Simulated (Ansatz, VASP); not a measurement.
# One calculation of PbO, two programs

Contents of INCAR:

```
SYSTEM = PbO
PREC = Accurate ; ENCUT = 520
EDIFF = 1E-7 ; ISMEAR = 0
SIGMA = 0.02 ; LREAL = .FALSE.
LASPH = .TRUE. ; NELM = 100
ALGO = Normal ; ISIF = 2
LWAVE = .FALSE. ; LCHARG = .FALSE.
GGA = PS ; NBANDS = 28
```

The input KPOINTS:

```
Automatic mesh
0
G
  4 8 8
  0 0 0
```

The input POSCAR:

```
PbO
1.0
   10.5684053197      0.0000000000      0.0000000000
    0.0000000000      2.8244578757      2.9008457961
    0.0000000000     -2.8244578757      2.9008457961
Pb O
2 2
Direct
    0.6263698399      0.2586697599      0.7586697599
    0.3736301601      0.7586697599      0.2586697599
    0.6166017690      0.7623302401      0.2623302401
    0.3833982310      0.2623302401      0.7623302401
```

Input for Ansatz:

```yaml
crystal:
  lattice:
    - [10.5684053197, 0.0, 0.0]
    - [0.0, 2.8244578757, 2.9008457961]
    - [0.0, -2.8244578757, 2.9008457961]
  atoms:
    - { symbol: Pb, position: [0.6263698399, 0.2586697599, 0.7586697599] }
    - { symbol: Pb, position: [0.3736301601, 0.7586697599, 0.2586697599] }
    - { symbol: O, position: [0.616601769, 0.7623302401, 0.2623302401] }
    - { symbol: O, position: [0.383398231, 0.2623302401, 0.7623302401] }
basis:
  ecutwfc: 420
kpoints:
  mp_grid: { grid: [4, 8, 8] }
hamiltonian:
  xc: pbesol
scf:
  occupations: { method: gaussian, width: 0.02 }
output:
  forces: true
  stress: true
  eigenvalues: true
  populations: true
```

Alike in both runs: task single point; functional PBEsol; k mesh 4 × 8 × 8; occupations gaussian, width 0.02 eV; no spin polarisation.

```csv
,VASP,Ansatz
version,VASP 6.6.1,Ansatz 0.2.0
potentials or method,"VASP PAW PBE potentials, release 64 (Pb_d, O), cutoff 520 eV","scalar-relativistic, plane waves, PAW"
valence electrons in the cell,40,40
```

VASP gave:

| Property | Result |
| --- | --- |
| gap on the k mesh at the Fermi level (eV) | 1.43 |
| least direct gap on the mesh (eV) | 1.43 |
| rms of the force components (eV/Å) | 0.891 |

What did Ansatz give for the same quantities?

gap on the k mesh at the Fermi level (eV): 1.43; least direct gap on the mesh (eV): 1.43; rms of the force components (eV/Å): 0.896.

VASP's potentials were made for PBE, not for PBEsol. Atom by atom the forces differ by 0.006 eV/Å (rms over components).

Spin-orbit coupling is off throughout.
